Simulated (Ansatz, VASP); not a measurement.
# InGa3As4 in VASP and in Ansatz

```
Ga As In
1.0
     4.09470    0.00000    0.00000
     0.00000    8.20673    0.00000
     0.00000    0.00000    5.80019
Ga As In
3 4 1
Direct
  0.00000 0.75804 0.99975
  0.50000 0.00000 0.49800
  0.00000 0.24196 0.99975
  0.50000 0.76238 0.24064
  0.00000 0.00000 0.74169
  0.50000 0.23762 0.24064
  0.00000 0.50000 0.77918
  0.50000 0.50000 0.50034
```

Alike in both runs: task single point; functional PBE; k mesh 6 × 4 × 4; occupations fermi-dirac, width 0.02 eV; no spin polarisation.

```csv
,VASP,Ansatz
version,VASP 6.6.1,Ansatz 0.2.0
potentials or method,"VASP PAW PBE potentials, release 64 (Ga_d, As, In_d)","plane waves, PAW"
plane-wave cutoff (eV),520,420
valence electrons in the cell,72,112
```

```csv
,VASP,Ansatz,Ansatz less VASP
pressure (GPa),1.9,1.8,-0.13
rms of the force components (eV/Å),0.011,0.012,+0.0009
```

The functional is the same, so the differences come from potentials, cutoffs and numerics. VASP's potentials hold 72 valence electrons a cell and Ansatz's 112, so a difference there can come from the potentials and not from the codes.
